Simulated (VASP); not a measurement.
Write the native input for VASP 6.6.1 that does the following.

- Task: single point
- Functional: PBE
- Potentials or basis: VASP PAW PBE potentials, release 64 (Na_pv, S)
- Cutoff: 500 eV
- k mesh: 8 × 8 × 8
- Occupations: gaussian, width 0.02 eV
- Spin: no spin polarisation
- Dipole correction: no
- Further INCAR settings: ALGO = Normal; EDIFF = 1e-06; NBANDS = 17

The structure of Na2S lies in POSCAR:

```
Na2S
1.0
    0.0000000000      3.2508317513      3.2508317513
    3.2508317513      0.0000000000      3.2508317513
    3.2508317513      3.2508317513      0.0000000000
Na S
2 1
Direct
    0.2500000000      0.2500000000      0.2500000000
    0.7500000000      0.7500000000      0.7500000000
    0.0000000000      0.0000000000      0.0000000000
```

One way to write it, as run:

INCAR

```
SYSTEM = Na2S
ALGO = Normal
EDIFF = 1E-6
ENCUT = 500
GGA = PE
GGA_COMPAT = .False.
ISIF = 2
ISMEAR = 0
LASPH = .True.
LCHARG = .True.
LELF = .True.
LREAL = .False.
LVHAR = .True.
LWAVE = .False.
NBANDS = 17
NELM = 120
PREC = Accurate
SIGMA = 0.02
```

KPOINTS

```
k-points
0
Gamma
  8 8 8
  0 0 0
```

Potentials or basis: VASP PAW PBE potentials, release 64 (Na_pv, S).

Command:

```bash
$ cat potpaw_PBE.64/Na_pv/POTCAR potpaw_PBE.64/S/POTCAR > POTCAR
$ mpirun -np 1 vasp_std > vasp.out
```

It gave:

The pressure is 0.9 GPa and the band gap on the k mesh is 2.55 eV.

It took 44 s on 1 thread of Intel Xeon 8259CL (shared host), peak memory 0.2 GiB.
